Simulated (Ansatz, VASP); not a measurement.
SnO: VASP beside Ansatz

```
Sn O
1.0
     3.23814    0.00000    0.00000
     0.00000    3.23814    0.00000
     0.00000    0.00000    3.23814
Sn O
1 1
Direct
  0.50000 0.50000 0.50000
  0.00000 0.00000 0.00000
```

Change from the starting cell: species swapped into the AlFe type (Pm-3m, No. 221).

Alike in both runs: task single point; functional PBE; k mesh 6 × 6 × 6; occupations gaussian, width 0.1 eV; no spin polarisation.

```csv
,VASP,Ansatz
version,VASP 6.6.1,Ansatz 0.2.0
potentials or method,"VASP PAW PBE potentials, release 64 (Sn_d, O), cutoff 520 eV","scalar-relativistic, plane waves, PAW"
valence electrons in the cell,20,20
```

|  | VASP | Ansatz | Ansatz less VASP |
| --- | --- | --- | --- |
| gap on the k mesh at the Fermi level (eV) | 0.55 | 0.56 | +0.004 |
| least direct gap on the mesh (eV) | 0.99 | 0.99 | +0.001 |
| pressure (GPa) | -7.9 | -7.7 | +0.15 |
